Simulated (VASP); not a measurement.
Here is a VASP 6.6.1 calculation.

The input INCAR:

```
PREC = Accurate ; ENCUT = 520
EDIFF = 1E-7 ; ISMEAR = 0
SIGMA = 0.1 ; LREAL = False
LASPH = True ; NELM = 150
ALGO = Normal ; ISIF = 2
LWAVE = False ; LCHARG = False
ISPIN = 2 ; MAGMOM = 1 -1 0 0
LORBIT = 11 ; LMAXMIX = 4
GGA = PE ; NBANDS = 29
```

KPOINTS

```
Automatic mesh
0
Gamma
  6 6 4
```

File POSCAR:

```
CuO
1.0
    3.7757081765      0.0000000000      0.0000000000
    0.0000000000      3.7757081765      0.0000000000
    0.0000000000      0.0000000000      2.8686570443
Cu O
2 2
Direct
    0.5000000000      0.5000000000      0.5000000000
    0.0000000000      0.0000000000      0.0000000000
    0.0000000000      0.5000000000      0.5000000000
    0.5000000000      0.0000000000      0.5000000000
```

Potentials or basis: VASP PAW PBE potentials, release 64 (Cu, O).

The run is started by

```sh
$ cat potpaw_PBE.64/Cu/POTCAR potpaw_PBE.64/O/POTCAR > POTCAR
$ mpirun -np 1 vasp_std > vasp.out
```

(1) Estimate the pressure.

(2) Estimate the site moments.

Answers

(1) 0.6 GPa.

(2) Cu -0.08, -0.39; O -0.19 μB.

Caveat: the k points lie up to 0.55 Å⁻¹ apart; a moment this small can come from the mesh or the smearing.
